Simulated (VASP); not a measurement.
# TiS2 (P-3m1) in VASP: a series of runs

The runs below take TiS2 through single point, with HSE06, PBE.

Everything below comes from runs of VASP 6.6.1. Logs are shortened: lines on timing, memory, paths and dates and some standing lists are left out, and cuts for length are marked.

## Step 1: The cell of the first run

The structure is trigonal, space group P-3m1 (No. 164). The conventional cell has a = 3.394 Å, b = 3.394 Å, c = 5.762 Å, α = 90.00°, β = 90.00°, γ = 120.00°. Within 3.2 Å of Ti (site symmetry -3m) lie 6 S at 2.42 Å. Within 3.2 Å of S (site symmetry 3m) lie 3 Ti at 2.42 Å.

## Step 2: Single point, HSE06 (epitaxial xy strain -0.5%)

Input file POSCAR:

```
TiS2
1.0
    3.3935485284      0.0000000000      0.0000000000
   -1.6967742642      2.9388992345      0.0000000000
    0.0000000000      0.0000000000      5.7616750881
Ti S
1 2
Direct
    0.0000000000      0.0000000000      0.0000000000
    0.3333333333      0.6666666667      0.2451563023
    0.6666666667      0.3333333333      0.7548436977
```

Input file INCAR.step1:

```
SYSTEM = TiS2
  ALGO = Normal
  EDIFF = 1E-5
  ENCUT = 400
  GGA = PE
  GGA_COMPAT = .False.
  ISIF = 2
  ISMEAR = -1
  LASPH = .True.
  LCHARG = .False.
  LREAL = .False.
  LWAVE = .True.
  NBANDS = 19
  NELM = 120
  PREC = Accurate
  SIGMA = 0.02
```

Input file INCAR.step2:

```
SYSTEM = TiS2
  ALGO = Normal
  EDIFF = 1E-6
  ENCUT = 400
  GGA = PE
  GGA_COMPAT = .False.
  HFSCREEN = 0.2079
  ISIF = 2
  ISMEAR = -1
  ISTART = 1
  LASPH = .True.
  LCHARG = .False.
  LHFCALC = .True.
  LREAL = .False.
  LWAVE = .False.
  NBANDS = 19
  NELM = 120
  PREC = Accurate
  PRECFOCK = Normal
  SIGMA = 0.02
```

Input file KPOINTS:

```
k-points
0
Gamma
  6 6 4
  0 0 0
```

Potentials or basis: VASP PAW PBE potentials, release 64 (Ti_sv, S).

Run with:

```console
> cat potpaw_PBE.64/Ti_sv/POTCAR potpaw_PBE.64/S/POTCAR > POTCAR
> cp INCAR.step1 INCAR
> mpirun -np 1 vasp_std > vasp.out
> cp INCAR.step2 INCAR
> mpirun -np 1 vasp_std > vasp.out
```

OUTCAR:

```text
SYSTEM = TiS2
   EDIFF = 1E-6
   ENCUT = 400
   GGA = PE
   HFSCREEN = 0.2079
   ISIF = 2
   ISMEAR = -1
   ISTART = 1
   LASPH = .True.
   LHFCALC = .True.
   LREAL = .False.
   NELM = 120
   PREC = Accurate
   PRECFOCK = Normal

 ion  position               nearest neighbor table
   1  0.000  0.000  0.000-   2 2.42   3 2.42   2 2.42   3 2.42   3 2.42   2 2.42
   2  0.333  0.667  0.245-   1 2.42   1 2.42   1 2.42
   3  0.667  0.333  0.755-   1 2.42   1 2.42   1 2.42

  LATTYP: Found a hexagonal cell.
 ALAT       =     3.3935485284
 C/A-ratio  =     1.6978319420

  Lattice vectors:

 A1 = (   3.3935485284,   0.0000000000,   0.0000000000)
 A2 = (  -1.6967742642,   2.9388992345,   0.0000000000)
 A3 = (   0.0000000000,   0.0000000000,   5.7616750881)

Analysis of symmetry for initial positions (statically):
=====================================================================
 Subroutine PRICEL returns:
 Original cell was already a primitive cell.

 Routine SETGRP: Setting up the symmetry group for a
 hexagonal supercell.

 Subroutine GETGRP returns: Found 12 space group operations
 (whereof 12 operations were pure point group operations)
 out of a pool of 24 trial point group operations.

The static configuration has the point symmetry D_3d.

Analysis of symmetry for dynamics (positions and initial velocities):
=====================================================================
 Subroutine PRICEL returns:
 Original cell was already a primitive cell.

 Routine SETGRP: Setting up the symmetry group for a
 hexagonal supercell.

 Subroutine GETGRP returns: Found 12 space group operations
 (whereof 12 operations were pure point group operations)
 out of a pool of 24 trial point group operations.

The dynamic configuration has the point symmetry D_3d.

 Subroutine INISYM returns: Found 12 space group operations
 (whereof 12 operations are pure point group operations),
 and found     1 'primitive' translations

----------------------------------------------------------------------------------------

                                     Primitive cell

  volume of cell :      57.4629

  direct lattice vectors                    reciprocal lattice vectors
     3.393548528  0.000000000  0.000000000     0.294676794  0.170131726  0.000000000
    -1.696774264  2.938899235  0.000000000     0.000000000  0.340263452  0.000000000
     0.000000000  0.000000000  5.761675088     0.000000000  0.000000000  0.173560637

  length of vectors
     3.393548528  3.393548528  5.761675088     0.340263452  0.340263452  0.173560637

  position of ions in fractional coordinates (direct lattice)
     0.000000000  0.000000000  0.000000000
     0.333333333  0.666666667  0.245156302
     0.666666667  0.333333333  0.754843698

  ion indices of the primitive-cell ions
   primitive index   ion index
                 1           1
                 2           2
                 3           3

----------------------------------------------------------------------------------------

 KPOINTS: k-points

Automatic generation of k-mesh.
 Grid dimensions read from file:
 generate k-points for:    6    6    4

 Generating k-lattice:

  Cartesian coordinates                     Fractional coordinates (reciprocal lattice)
     0.049112799  0.028355288  0.000000000     0.166666667 -0.000000000  0.000000000
     0.000000000  0.056710575  0.000000000     0.000000000  0.166666667  0.000000000
     0.000000000  0.000000000  0.043390159     0.000000000  0.000000000  0.250000000

  Length of vectors
     0.056710575  0.056710575  0.043390159

  Shift w.r.t. Gamma in fractional coordinates (k-lattice)
     0.000000000  0.000000000  0.000000000

 Subroutine IBZKPT returns following result:
 ===========================================

 Found     24 irreducible k-points:

 Following reciprocal coordinates:
            Coordinates               Weight
  0.000000  0.000000  0.000000      1.000000
  0.166667  0.000000  0.000000      6.000000
  0.333333 -0.000000  0.000000      6.000000
  0.500000  0.000000  0.000000      3.000000
  0.166667  0.166667  0.000000      6.000000
  0.333333  0.166667  0.000000     12.000000
[... 16 lines left out ...]
  0.333333  0.166667  0.500000     12.000000
  0.333333  0.333333  0.500000      2.000000
   k-points           NKPTS =     24   k-points in BZ     NKDIM =    144   number of bands    NBANDS=     19
   number of dos      NEDOS =    301   number of ions     NIONS =      3
   total plane-waves  NPLWV =  23040
   dimension x,y,z NGX =    24 NGY =   24 NGZ =   40
   dimension x,y,z NGXF=    48 NGYF=   48 NGZF=   80
   ions per type =               1   2
   NGX,Y,Z   is equivalent  to a cutoff of  11.76, 11.76, 11.54 a.u.
   NGXF,Y,Z  is equivalent  to a cutoff of  23.51, 23.51, 23.08 a.u.
 SYSTEM =  TiS2
   PREC   = accura    normal or accurate (medium, high low for compatibility)
   ISTART =      1    job   : 0-new  1-cont  2-samecut
   ICHARG =      0    charge: 1-file 2-atom 10-const
   ISPIN  =      1    spin polarized calculation?
   LNONCOLLINEAR =      F non collinear calculations
   LSORBIT =      F    spin-orbit coupling
   LASPH  =      T    aspherical Exc in radial PAW
   ENCUT  =  400.0 eV  29.40 Ry    5.42 a.u.   5.53  5.53  9.40*2*pi/ulx,y,z
   NELM   =    120;   NELMIN=  2; NELMDL=  0     # of ELM steps
   EDIFF  = 0.1E-05   stopping-criterion for ELM
   LREAL  =      F    real-space projection
   EDIFFG = 0.1E-04   stopping-criterion for IOM
   NSW    =      0    number of steps for IOM
   IBRION =     -1    ionic relax: 0-MD 1-quasi-New 2-CG
   NFREE  =      0    steps in history (QN), initial steepest desc. (CG)
   ISIF   =      2    stress and relaxation
   ISYM   =      3    0-nonsym 1-usesym 2-fastsym
   POTIM  = 0.5000    time-step for ionic-motion
   TEBEG  =    0.0;   TEEND  =   0.0 temperature during run
   PSTRESS=    0.0 pullay stress
   NELECT =      24.0000    total number of electrons
   NUPDOWN=      -1.0000    fix difference up-down
   EMIN   =  10.00;   EMAX   =-10.00  energy-range for DOS
   EFERMI =   0.00;   METHOD = LEGACY
   ISMEAR =    -1;   SIGMA  =   0.02  broadening in eV -4-tet -1-fermi 0-gaus
   EFERMI_NEDOS =   21; number of points for ismear=-14 and -15
   IALGO  =     38    algorithm
   IMIX   =      1    mixing-type and parameters
     AMIX     =   0.40;   BMIX     =  1.00
     AMIX_MAG =   1.60;   BMIX_MAG =  1.00
  volume/ion in A,a.u.               =      19.15       129.26
  Fermi-wavevector in a.u.,A,eV,Ry     =   1.223722  2.312499 20.374661  1.497495
  Thomas-Fermi vector in A             =   2.358823
   LORBIT       =      0    0 simple, 1 ext, 2 COOP (PROOUT), +10 PAW based schemes
   GGA     = PE    functional components
   LHFCALC =     T    Hartree Fock is set to
   PRECFOCK=normal    Normal, Fast or Accurate (Low or Medium for compatibility)
   ENCUT4O =  -1.0   cutoff for four orbital integrals eV
   NKREDX  =     1    reduce k-point grid by
   NKREDY  =     1    reduce k-point grid by
   NKREDZ  =     1    reduce k-point grid by
   AEXX    =    0.2500 exact exchange contribution
   HFSCREEN=    0.2079 screening length (either q_TF or 0.3 A-1)
   HFSCREENC=   0.2079 screening length for correlation (either q_TF or 0.3 A-1)
   ENCUTFOCK=  -1.0 apply spherical cutoff to Coloumb kernel
   IVDW    =     0    specifies the selected vdW correction
   LEPSILON=     F    determine dielectric tensor
   LRPA    =     F    only Hartree local field effects (RPA)
 non-spin polarized calculation
  energy-cutoff  :      400.00
  volume of cell :       57.46
 maximum number of plane-waves:      1069
 NGX is ok and might be reduce to    24
  NGX = 18; NGY = 18; NGZ = 30

 number of electron      24.0000006 magnetization

 Free energy of the ion-electron system (eV)
  ---------------------------------------------------
  ext. energy  EPLUGINS =         0.00000000
  ---------------------------------------------------
  free energy    TOTEN  =       -24.20535993 eV

  energy without entropy =      -24.20535990  energy(sigma->0) =      -24.20535992

 E-fermi :   5.3879     XC(G=0):  -8.3351

 val. band max:        5.1285091818   @ k =   0.0000   0.0000   0.0000
 cond. band min:       5.6546684540   @ k =   0.5000   0.0000   0.5000
 fundamental gap:      0.5261592722
 Fermi energy:         5.3879042192

 k-point     1 :       0.0000    0.0000    0.0000
  band No.  band energies     occupation
      1     -57.5055      2.00000
      2     -32.0934      2.00000
      3     -32.0225      2.00000
      4     -32.0225      2.00000
      5     -10.3202      2.00000
      6      -8.4622      2.00000
[... 11 lines left out ...]
     18      12.0043      0.00000
     19      12.9231      0.00000

 k-point     2 :       0.1667    0.0000    0.0000
  band No.  band energies     occupation
      1     -57.5019      2.00000
      2     -32.0864      2.00000
      3     -32.0622      2.00000
      4     -32.0318      2.00000
      5      -9.9593      2.00000
      6      -8.3881      2.00000
[... 11 lines left out ...]
     18      13.4155      0.00000
     19      14.1170      0.00000

 k-point     3 :       0.3333   -0.0000    0.0000
  band No.  band energies     occupation
      1     -57.4945      2.00000
      2     -32.1411      2.00000
      3     -32.0722      2.00000
      4     -32.0502      2.00000
      5      -9.0826      2.00000
      6      -8.2561      2.00000
[... 11 lines left out ...]
     18      13.2159      0.00000
     19      13.8745      0.00000

 k-point     4 :       0.5000    0.0000    0.0000
  band No.  band energies     occupation
      1     -57.4907      2.00000
      2     -32.1802      2.00000
      3     -32.0652      2.00000
      4     -32.0593      2.00000
      5      -8.4187      2.00000
      6      -8.3033      2.00000
[... 407 lines left out ...]
     18      14.4081      0.00000
     19      14.7153      0.00000

 k-point    23 :       0.3333    0.1667    0.5000
  band No.  band energies     occupation
      1     -57.4908      2.00000
      2     -32.1597      2.00000
      3     -32.0799      2.00000
      4     -32.0652      2.00000
      5      -8.4603      2.00000
      6      -8.2614      2.00000
[... 11 lines left out ...]
     18      12.8419      0.00000
     19      13.7287      0.00000

 k-point    24 :       0.3333    0.3333    0.5000
  band No.  band energies     occupation
      1     -57.4891      2.00000
      2     -32.1318      2.00000
      3     -32.1318      2.00000
      4     -32.0621      2.00000
      5      -8.1924      2.00000
      6      -8.1924      2.00000
[... 11 lines left out ...]
     18      13.8510      0.00000
     19      13.8510      0.00000

------------------------ aborting loop because EDIFF is reached ----------------------------------------

  FORCE on cell =-STRESS in cart. coord.  units (eV):
  Direction    XX          YY          ZZ          XY          YZ          ZX
  --------------------------------------------------------------------------------------
  -------------------------------------------------------------------------------------
  Total        0.1424257      0.1424257     -0.0622131      0.0000000      0.0000000      0.0000000
  in kB        3.9711060      3.9711060     -1.7346216      0.0000000      0.0000000      0.0000000
  external PRESSURE =       2.0691968 kB  Pullay stress =       0.0000000 kB

 VOLUME and BASIS-vectors are now :
 -----------------------------------------------------------------------------
  energy-cutoff  :      400.00
  volume of cell :       57.46
      direct lattice vectors                 reciprocal lattice vectors
     3.393548528  0.000000000  0.000000000     0.294676794  0.170131726  0.000000000
    -1.696774264  2.938899235  0.000000000     0.000000000  0.340263452  0.000000000
     0.000000000  0.000000000  5.761675088     0.000000000  0.000000000  0.173560637

 POSITION                                       TOTAL-FORCE (eV/Angst)
 -----------------------------------------------------------------------------------
      0.00000      0.00000      0.00000        -0.000000      0.000000      0.000000
     -0.00000      1.95927      1.41251        -0.000000      0.000000     -0.239906
      1.69677      0.97963      4.34916         0.000000     -0.000000      0.239906
 -----------------------------------------------------------------------------------
    total drift:                                0.000000     -0.000000     -0.000002

  FREE ENERGIE OF THE ION-ELECTRON SYSTEM (eV)
  ---------------------------------------------------
  free  energy   TOTEN  =       -24.2053599349 eV

  energy  without entropy=      -24.2053598966  energy(sigma->0) =      -24.20535992
```

Wall time 76 min (1 thread of Intel Xeon Platinum 8259CL at 2.50GHz (Skylake/Cascade Lake), shared host); peak memory 0.28 GiB.

What came out:

```
Free energy            : -24.2054 eV
Pressure               : 0.2 GPa
Largest force          : 0.240 eV/Å
Band gap on the k mesh : 0.53 eV (least direct gap 1.12 eV)
```

Forces on the atoms (eV/Å):
```
Ti   0.000  0.000  0.000
S    0.000  0.000 -0.240
S    0.000  0.000  0.240
```

Levels at points of the mesh, in eV from the valence-band top:
| k point | band 9 | band 10 | band 11 | band 12 | band 13 | band 14 | band 15 | band 16 |
| --- | --- | --- | --- | --- | --- | --- | --- | --- |
| (0.00, 0.00, 0.00) | -3.39 | -0.28 | 0.00 | 0.00 | 1.12 | 1.12 | 1.70 | 4.27 |
| (0.50, 0.00, 0.00) | -3.41 | -3.25 | -3.04 | -1.90 | 0.78 | 2.42 | 2.93 | 4.50 |
| (0.00, 0.00, 0.50) | -3.35 | -2.75 | -0.16 | -0.16 | 1.11 | 1.11 | 2.34 | 4.55 |
| (0.50, 0.00, 0.50) | -3.41 | -3.37 | -1.67 | -1.61 | 0.53 | 2.40 | 2.89 | 4.20 |

Caveat: the cell differs from its parent crystal (epitaxial xy strain -0.5%); the PAW data sets were made with another functional, which shifts forces and pressure a little; this functional lacks dispersion, which binds layers or chains, so the pressure and a relaxed spacing across them are unreliable. A k mesh can miss the band edges.

## Step 3: Single point, PBE (epitaxial xy strain -1.0%)

Input file INCAR:

```
SYSTEM = TiS2
  ALGO = Normal
  EDIFF = 1E-6
  ENCUT = 500
  GGA = PE
  GGA_COMPAT = .FALSE.
  ISIF = 2
  ISMEAR = -1
  LASPH = .TRUE.
  LCHARG = .FALSE.
  LREAL = .FALSE.
  LWAVE = .FALSE.
  NBANDS = 19
  NELM = 120
  PREC = Accurate
  SIGMA = 0.02
```

Input file KPOINTS:

```
k-points
0
G
  12 12 4
  0 0 0
```

Input file POSCAR:

```
TiS2
1.0
    3.3764955207      0.0000000000      0.0000000000
   -1.6882477604      2.9241308967      0.0000000000
    0.0000000000      0.0000000000      5.7690362124
Ti S
1 2
Direct
    0.0000000000      0.0000000000      0.0000000000
    0.3333333333      0.6666666667      0.2460178199
    0.6666666667      0.3333333333      0.7539821801
```

Potentials or basis: VASP PAW PBE potentials, release 64 (Ti_sv, S).

Run with:

```console
> cat potpaw_PBE.64/Ti_sv/POTCAR potpaw_PBE.64/S/POTCAR > POTCAR
> mpirun -np 1 vasp_std > vasp.out
```

Run time: 32 s. Hardware: 1 thread of Intel Xeon 6975P-C (Granite Rapids), shared host; peak memory 0.21 GiB.

It converged, with:

```
Free energy            : -19.9276 eV
Pressure               : 2.7 GPa
Largest force          : 0.126 eV/Å
Band gap on the k mesh : zero (bands 12 and 13 overlap by 0.20 eV)
```

Forces on the atoms (eV/Å):
```
Ti   0.000  0.000  0.000
S    0.000  0.000  0.126
S    0.000  0.000 -0.126
```

Stress tensor (GPa, compression positive):
```
2.60 0.00 0.00
0.00 2.60 0.00
0.00 0.00 2.80
```

Levels at points of the mesh, in eV from the Fermi level:
```tsv
k point	band 9	band 10	band 11	band 12	band 13	band 14	band 15	band 16
(0.00, 0.00, 0.00)	-2.79	-0.17	0.12	0.12	0.50	0.50	0.89	3.57
(0.50, 0.00, 0.00)	-2.98	-2.68	-2.63	-1.53	0.19	1.59	2.02	3.81
(0.00, 0.00, 0.50)	-2.75	-2.45	-0.03	-0.03	0.49	0.49	1.51	3.83
(0.50, 0.00, 0.50)	-2.90	-2.83	-1.36	-1.25	-0.09	1.59	1.99	3.48
```

Caveat: the cell differs from its parent crystal (epitaxial xy strain -1.0%); this functional lacks dispersion, which binds layers or chains, so the pressure and a relaxed spacing across them are unreliable.

## Step 4: Single point, PBE

This run uses another cell than the first one, of 19.27 Å³/atom.

Input file INCAR:

```
SYSTEM = TiS2
  PREC = Accurate
  ENCUT = 500
  EDIFF = 1E-6
  ISMEAR = -1
  SIGMA = 0.02
  LREAL = .False.
  LASPH = .True.
  NELM = 120
  ALGO = Normal
  ISIF = 2
  LWAVE = .False.
  LCHARG = .False.
  GGA = PE
  NBANDS = 19
  GGA_COMPAT = .False.
```

Input file KPOINTS:

```
Automatic mesh
0
Gamma
  12 12 4
  0 0 0
```

Input file POSCAR:

```
TiS2
1.0
    3.4106015360      0.0000000000      0.0000000000
   -1.7053007680      2.9536675724      0.0000000000
    0.0000000000      0.0000000000      5.7387202073
Ti S
1 2
Direct
    0.0000000000      0.0000000000      0.0000000000
    0.3333333333      0.6666666667      0.2449123207
    0.6666666667      0.3333333333      0.7550876793
```

Run with:

```console
> cat potpaw_PBE.64/Ti_sv/POTCAR potpaw_PBE.64/S/POTCAR > POTCAR
> mpirun -np 1 vasp_std > vasp.out
```

It took 31 s on 1 thread of Intel Xeon 6975P-C (Granite Rapids), shared host; peak memory 0.21 GiB.

It converged, with:

```yaml
Free_energy: -19.9342 eV
Pressure: 1.5 GPa
Largest_force: 0.111 eV/Å
Band_gap_on_the_k_mesh: zero (bands 12 and 13 overlap by 0.08 eV)
```

Forces in eV/Å, atoms in the order of the input:
```
Ti   0.000  0.000  0.000
S    0.000  0.000  0.111
S    0.000  0.000 -0.111
```

Stress tensor (GPa, compression positive):
```
0.99 0.00 0.00
0.00 0.99 0.00
0.00 0.00 2.63
```

Levels at points of the mesh, in eV from the Fermi level:
```
           k point  band 9  band 10  band 11  band 12  band 13  band 14  band 15  band 16
(0.00, 0.00, 0.00)   -2.85    -0.10     0.05     0.05     0.47     0.47     0.94     3.53
(0.50, 0.00, 0.00)   -2.91    -2.69    -2.58    -1.59     0.23     1.50     1.90     3.74
(0.00, 0.00, 0.50)   -2.81    -2.34    -0.10    -0.10     0.45     0.45     1.51     3.79
(0.50, 0.00, 0.50)   -2.84    -2.81    -1.31    -1.31    -0.03     1.50     1.87     3.43
```

Caveat: this functional lacks dispersion, which binds layers or chains, so the pressure and a relaxed spacing across them are unreliable.

## Step 5: Summary

| level | cell | k mesh | cutoff (eV) | grid for exact exchange (PRECFOCK) | share of exact exchange | screening parameter | gap on the mesh (eV) | pressure (GPa) | largest force (eV/Å) |
| --- | --- | --- | --- | --- | --- | --- | --- | --- | --- |
| HSE06 | a = 3.394, b = 3.394, c = 5.762 Å, angles 90.0, 90.0, 120.0°, 3 atoms, atomic positions A | 6 × 6 × 4 | 400 | Normal | 0.25 | 0.2079 1/Å | 0.53 | 0.2 | 0.24 |
| PBE | a = 3.376, b = 3.376, c = 5.769 Å, angles 90.0, 90.0, 120.0°, 3 atoms, atomic positions B | 12 × 12 × 4 | 500 | - | - | - | none | 2.7 | 0.13 |
| PBE | a = 3.411, b = 3.411, c = 5.739 Å, angles 90.0, 90.0, 120.0°, 3 atoms, atomic positions C | 12 × 12 × 4 | 500 | - | - | - | none | 1.5 | 0.11 |

Alike in all rows: task single point; potentials or basis VASP PAW PBE potentials, release 64 (Ti_sv, S); no spin polarisation; smearing fermi-dirac 0.02 eV.

Caveats: this functional lacks dispersion, which binds layers or chains, so the pressure and a relaxed spacing across them are unreliable; the PAW data sets were made with another functional, which shifts forces and pressure a little (at least some runs).

Total energies depend on the potentials used, so only differences within one code and one set of settings carry meaning.

The gap in the log of VASP goes by the Fermi energy; the results here count the filled bands.